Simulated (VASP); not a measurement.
# Rb3Cl2 (R-3m) in VASP: single point with PBE

Aim: the single point of Rb3Cl2 with PBE.

Program: VASP 6.6.1. These are calculated values, not measurements. Logs are shortened: lines on timing, memory, paths and dates and some standing lists are left out, and cuts for length are marked.

### 1 The cell of the first run

The structure is trigonal, space group R-3m (No. 166). Conventional cell: a = 4.795 Å, b = 4.795 Å, c = 35.877 Å, α = 90.00°, β = 90.00°, γ = 120.00°. Within 4.4 Å of Rb (site symmetry -3m) lie 6 Cl at 3.37 Å. Within 4.4 Å of Rb (site symmetry 3m) lie 3 Cl at 3.37 Å. Within 4.4 Å of Cl (site symmetry 3m) lie 6 Rb at 3.37 Å.

### 2 Single point, PBE

INCAR reads:

```
ALGO     = Normal         # electronic algorithm
EDIFF    = 1E-7           # SCF threshold, eV
ENCUT    = 520            # plane-wave cutoff, eV
GGA      = PE             # functional
ISIF     = 2              # what is computed and relaxed
ISMEAR   = 0              # smearing method
LASPH    = T              # aspherical terms in the spheres
LCHARG   = F              # write CHGCAR
LREAL    = F              # projectors in reciprocal space
LWAVE    = F              # write WAVECAR
NBANDS   = 28             # bands
NELM     = 60             # most SCF steps
PREC     = Accurate       # precision mode
SIGMA    = 0.1            # smearing width, eV
```

KPOINTS reads:

```
k-points
0
Gamma
  6 6 6
```

POSCAR reads:

```
Rb3Cl2
1.0
    2.3976333299      1.3842742484     11.9589846141
   -2.3976333299      1.3842742484     11.9589846141
    0.0000000000     -2.7685484969     11.9589846141
Rb Cl
3 2
Direct
    0.0000000000      0.0000000000      0.0000000000
    0.2263007370      0.2263007370      0.2263007370
    0.7736992630      0.7736992630      0.7736992630
    0.3867007305      0.3867007305      0.3867007305
    0.6132992695      0.6132992695      0.6132992695
```

Potentials or basis: VASP PAW PBE potentials, release 64 (Rb_sv, Cl).

Command:

```console
$ cat potpaw_PBE.64/Rb_sv/POTCAR potpaw_PBE.64/Cl/POTCAR > POTCAR
$ mpirun -np 1 vasp_std > vasp.out
```

OUTCAR:

```text
EDIFF = 1E-7
   ENCUT = 520
   GGA = PE
   ISIF = 2
   ISMEAR = 0
   LASPH = T
   LREAL = F
   NELM = 60
   PREC = Accurate

 ion  position               nearest neighbor table
   1  0.000  0.000  0.000-   5 3.37   4 3.37   5 3.37   5 3.37   4 3.37   4 3.37   2 4.73   3 4.73
                             2 4.73   3 4.73   2 4.73   3 4.73
   2  0.226  0.226  0.226-   5 3.37   5 3.37   5 3.37   1 4.73   1 4.73   1 4.73   3 5.10   3 5.10
                             3 5.10
   3  0.774  0.774  0.774-   4 3.37   4 3.37   4 3.37   1 4.73   1 4.73   1 4.73   2 5.10   2 5.10
                             2 5.10
   4  0.387  0.387  0.387-   1 3.37   1 3.37   1 3.37   3 3.37   3 3.37   3 3.37
   5  0.613  0.613  0.613-   1 3.37   1 3.37   1 3.37   2 3.37   2 3.37   2 3.37

  LATTYP: Found a trigonal (rhomboedric) cell.
 ALAT       =    12.2752667498
 COS(alpha) =     0.9236983986

  Lattice vectors:

 A1 = (   2.3976333299,   1.3842742484,  11.9589846141)
 A2 = (  -2.3976333299,   1.3842742484,  11.9589846141)
 A3 = (   0.0000000000,  -2.7685484969,  11.9589846141)

Analysis of symmetry for initial positions (statically):
=====================================================================
 Subroutine PRICEL returns:
 Original cell was already a primitive cell.

 Routine SETGRP: Setting up the symmetry group for a
 trigonal (rhombohedral) supercell.

 Subroutine GETGRP returns: Found 12 space group operations
 (whereof 12 operations were pure point group operations)
 out of a pool of 12 trial point group operations.

The static configuration has the point symmetry D_3d.

Analysis of symmetry for dynamics (positions and initial velocities):
=====================================================================
 Subroutine PRICEL returns:
 Original cell was already a primitive cell.

 Routine SETGRP: Setting up the symmetry group for a
 trigonal (rhombohedral) supercell.

 Subroutine GETGRP returns: Found 12 space group operations
 (whereof 12 operations were pure point group operations)
 out of a pool of 12 trial point group operations.

The dynamic configuration has the point symmetry D_3d.

 Subroutine INISYM returns: Found 12 space group operations
 (whereof 12 operations are pure point group operations),
 and found     1 'primitive' translations

----------------------------------------------------------------------------------------

                                     Primitive cell

  volume of cell :     238.1499

  direct lattice vectors                    reciprocal lattice vectors
     2.397633330  1.384274248 11.958984614     0.208538976  0.120400034  0.027873046
    -2.397633330  1.384274248 11.958984614    -0.208538976  0.120400034  0.027873046
     0.000000000 -2.768548497 11.958984614     0.000000000 -0.240800068  0.027873046

  length of vectors
    12.275266750 12.275266750 12.275266750     0.242407878  0.242407878  0.242407878

  position of ions in fractional coordinates (direct lattice)
     0.000000000  0.000000000  0.000000000
     0.226300737  0.226300737  0.226300737
     0.773699263  0.773699263  0.773699263
     0.386700731  0.386700731  0.386700731
     0.613299269  0.613299269  0.613299269

  ion indices of the primitive-cell ions
   primitive index   ion index
                 1           1
                 2           2
                 3           3
                 4           4
                 5           5

----------------------------------------------------------------------------------------

 KPOINTS: k-points

Automatic generation of k-mesh.
 Grid dimensions read from file:
 generate k-points for:    6    6    6

 Generating k-lattice:

  Cartesian coordinates                     Fractional coordinates (reciprocal lattice)
     0.034756496  0.020066672  0.004645508     0.166666667 -0.000000000 -0.000000000
    -0.034756496  0.020066672  0.004645508    -0.000000000  0.166666667 -0.000000000
     0.000000000 -0.040133345  0.004645508     0.000000000  0.000000000  0.166666667

  Length of vectors
     0.040401313  0.040401313  0.040401313

  Shift w.r.t. Gamma in fractional coordinates (k-lattice)
     0.000000000  0.000000000  0.000000000

 Subroutine IBZKPT returns following result:
 ===========================================

 Found     32 irreducible k-points:

 Following reciprocal coordinates:
            Coordinates               Weight
  0.000000  0.000000  0.000000      1.000000
  0.166667 -0.000000  0.000000      6.000000
  0.333333 -0.000000  0.000000      6.000000
  0.500000  0.000000  0.000000      3.000000
  0.166667  0.166667  0.000000      6.000000
  0.333333  0.166667  0.000000     12.000000
[... 16 lines left out ...]
  0.500000  0.500000  0.166667      6.000000
 -0.333333  0.500000  0.166667     12.000000
 [... further k-points ...]
   k-points           NKPTS =     32   k-points in BZ     NKDIM =     32   number of bands    NBANDS=     28
   number of dos      NEDOS =    301   number of ions     NIONS =      5
   total plane-waves  NPLWV = 884736
   dimension x,y,z NGX =    96 NGY =   96 NGZ =   96
   dimension x,y,z NGXF=   192 NGYF=  192 NGZF=  192
   ions per type =               3   2
   NGX,Y,Z   is equivalent  to a cutoff of  13.00, 13.00, 13.00 a.u.
   NGXF,Y,Z  is equivalent  to a cutoff of  26.00, 26.00, 26.00 a.u.
 SYSTEM =  unknown system
   PREC   = accura    normal or accurate (medium, high low for compatibility)
   ISTART =      0    job   : 0-new  1-cont  2-samecut
   ICHARG =      2    charge: 1-file 2-atom 10-const
   ISPIN  =      1    spin polarized calculation?
   LNONCOLLINEAR =      F non collinear calculations
   LSORBIT =      F    spin-orbit coupling
   LASPH  =      T    aspherical Exc in radial PAW
   ENCUT  =  520.0 eV  38.22 Ry    6.18 a.u.  22.82 22.82 22.82*2*pi/ulx,y,z
   NELM   =     60;   NELMIN=  2; NELMDL= -5     # of ELM steps
   EDIFF  = 0.1E-06   stopping-criterion for ELM
   LREAL  =      F    real-space projection
   EDIFFG = 0.1E-05   stopping-criterion for IOM
   NSW    =      0    number of steps for IOM
   IBRION =     -1    ionic relax: 0-MD 1-quasi-New 2-CG
   NFREE  =      0    steps in history (QN), initial steepest desc. (CG)
   ISIF   =      2    stress and relaxation
   ISYM   =      2    0-nonsym 1-usesym 2-fastsym
   POTIM  = 0.5000    time-step for ionic-motion
   TEBEG  =    0.0;   TEEND  =   0.0 temperature during run
   PSTRESS=    0.0 pullay stress
   NELECT =      41.0000    total number of electrons
   NUPDOWN=      -1.0000    fix difference up-down
   EMIN   =  10.00;   EMAX   =-10.00  energy-range for DOS
   EFERMI =   0.00;   METHOD = LEGACY
   ISMEAR =     0;   SIGMA  =   0.10  broadening in eV -4-tet -1-fermi 0-gaus
   EFERMI_NEDOS =   21; number of points for ismear=-14 and -15
   IALGO  =     38    algorithm
   IMIX   =      4    mixing-type and parameters
     AMIX     =   0.40;   BMIX     =  1.00
     AMIX_MAG =   1.60;   BMIX_MAG =  1.00
  volume/ion in A,a.u.               =      47.63       321.42
  Fermi-wavevector in a.u.,A,eV,Ry     =   0.910722  1.721016 11.284877  0.829415
  Thomas-Fermi vector in A             =   2.034918
   LORBIT       =      0    0 simple, 1 ext, 2 COOP (PROOUT), +10 PAW based schemes
   GGA     = PE    functional components
   LHFCALC =     F    Hartree Fock is set to
   AEXX    =    0.0000 exact exchange contribution
   IVDW    =     0    specifies the selected vdW correction
   LEPSILON=     F    determine dielectric tensor
   LRPA    =     F    only Hartree local field effects (RPA)
 non-spin polarized calculation
 Gauss-broadening in eV      SIGMA  =   0.10
  energy-cutoff  :      520.00
  volume of cell :      238.15
 maximum number of plane-waves:      6440
 NGX is ok and might be reduce to    96
   NGX = 45   NGY = 45   NGZ = 45

 number of electron      41.0000000 magnetization

 Free energy of the ion-electron system (eV)
  ---------------------------------------------------
  ext. energy  EPLUGINS =         0.00000000
  ---------------------------------------------------
  free energy    TOTEN  =       -14.13048402 eV

  energy without entropy =      -14.12460860  energy(sigma->0) =      -14.12754631

 E-fermi :   1.5294     XC(G=0):  -6.5600

 val. band max:        1.4681518234   @ k =   0.5000   0.1667   0.1667
 cond. band min:       1.7805835484   @ k =   0.5000   0.5000   0.5000
 fundamental gap:      0.3124317250
 Fermi energy:         1.5294237704

 k-point     1 :       0.0000    0.0000    0.0000
  band No.  band energies     occupation
      1     -27.1870      2.00000
      2     -27.1852      2.00000
      3     -26.9572      2.00000
      4     -14.8742      2.00000
      5     -14.8557      2.00000
      6     -11.2618      2.00000
[... 20 lines left out ...]
     27       5.1883      0.00000
     28       5.1883      0.00000

 k-point     2 :       0.1667   -0.0000    0.0000
  band No.  band energies     occupation
      1     -27.1854      2.00000
      2     -27.1839      2.00000
      3     -26.9555      2.00000
      4     -14.8638      2.00000
      5     -14.8576      2.00000
      6     -11.2896      2.00000
[... 20 lines left out ...]
     27       5.1500      0.00000
     28       5.4607      0.00000

 k-point     3 :       0.3333   -0.0000    0.0000
  band No.  band energies     occupation
      1     -27.1822      2.00000
      2     -27.1812      2.00000
      3     -26.9523      2.00000
      4     -14.8661      2.00000
      5     -14.8378      2.00000
      6     -11.3366      2.00000
[... 20 lines left out ...]
     27       5.2356      0.00000
     28       5.5087      0.00000

 k-point     4 :       0.5000    0.0000    0.0000
  band No.  band energies     occupation
      1     -27.1805      2.00000
      2     -27.1799      2.00000
      3     -26.9507      2.00000
      4     -14.8692      2.00000
      5     -14.8258      2.00000
      6     -11.3624      2.00000
[... 578 lines left out ...]
     27       4.7637      0.00000
     28       4.9561      0.00000

 k-point    23 :       0.5000    0.5000    0.1667
  band No.  band energies     occupation
      1     -27.1821      2.00000
      2     -27.1812      2.00000
      3     -26.9523      2.00000
      4     -14.8661      2.00000
      5     -14.8378      2.00000
      6     -11.3336      2.00000
[... 20 lines left out ...]
     27       4.9121      0.00000
     28       5.7164      0.00000

 k-point    24 :      -0.3333    0.5000    0.1667
  band No.  band energies     occupation
      1     -27.1805      2.00000
      2     -27.1799      2.00000
      3     -26.9507      2.00000
      4     -14.8610      2.00000
      5     -14.8338      2.00000
      6     -11.3376      2.00000
[... 20 lines left out ...]
     27       4.9436      0.00000
     28       5.1892      0.00000

 [... further k-points ...]

------------------------ aborting loop because EDIFF is reached ----------------------------------------

  FORCE on cell =-STRESS in cart. coord.  units (eV):
  Direction    XX          YY          ZZ          XY          YZ          ZX
  --------------------------------------------------------------------------------------
  -------------------------------------------------------------------------------------
  Total       -0.1074088     -0.1074088      0.2234505      0.0000000     -0.0000000      0.0000000
  in kB       -0.7226031     -0.7226031      1.5032854      0.0000000     -0.0000000      0.0000000
  external PRESSURE =       0.0193597 kB  Pullay stress =       0.0000000 kB

 VOLUME and BASIS-vectors are now :
 -----------------------------------------------------------------------------
  energy-cutoff  :      520.00
  volume of cell :      238.15
      direct lattice vectors                 reciprocal lattice vectors
     2.397633330  1.384274248 11.958984614     0.208538976  0.120400034  0.027873046
    -2.397633330  1.384274248 11.958984614    -0.208538976  0.120400034  0.027873046
     0.000000000 -2.768548497 11.958984614     0.000000000 -0.240800068  0.027873046

 POSITION                                       TOTAL-FORCE (eV/Angst)
 -----------------------------------------------------------------------------------
      0.00000      0.00000      0.00000         0.000000      0.000000     -0.000000
      0.00000     -0.00000      8.11898         0.000000     -0.000000      0.006567
      0.00000     -0.00000     27.75797         0.000000      0.000000     -0.006567
      0.00000     -0.00000     13.87364         0.000000      0.000000     -0.006824
      0.00000     -0.00000     22.00331         0.000000     -0.000000      0.006824
 -----------------------------------------------------------------------------------
    total drift:                                0.000000      0.000000      0.000000

  FREE ENERGIE OF THE ION-ELECTRON SYSTEM (eV)
  ---------------------------------------------------
  free  energy   TOTEN  =       -14.1304840164 eV

  energy  without entropy=      -14.1246085984  energy(sigma->0) =      -14.12754631
```

Wall time 43 min (1 thread of Intel Xeon 8259CL, shared host); peak memory 1.5 GiB.

Results:

```yaml
Free_energy: -14.1305 eV
Pressure: 0.0 GPa
Largest_force: 0.007 eV/Å
Band_gap_on_the_k_mesh: zero (an odd number of electrons rules out a gap without spin polarisation)
```

Forces in eV/Å, atoms in the order of the input:
```
Rb   0.000  0.000  0.000
Rb   0.000  0.000  0.007
Rb   0.000  0.000 -0.007
Cl   0.000  0.000 -0.007
Cl   0.000  0.000  0.007
```

Levels at points of the mesh, in eV from the Fermi level:
| k point | band 19 | band 20 | band 21 | band 22 | band 23 | band 24 |
| --- | --- | --- | --- | --- | --- | --- |
| (0.00, 0.00, 0.00) | -4.52 | -4.52 | -1.12 | 0.82 | 1.32 | 2.86 |
| (0.50, 0.00, 0.00) | -4.65 | -4.60 | 0.90 | 0.97 | 2.00 | 2.05 |
| (0.50, 0.50, 0.00) | -4.65 | -4.60 | 0.91 | 0.97 | 1.70 | 2.67 |
| (0.50, 0.50, 0.50) | -4.52 | -4.52 | -0.99 | 0.25 | 2.13 | 2.57 |

Caveat: an odd number of electrons without spin polarisation forces a metal; a magnetic or distorted state may lie lower.
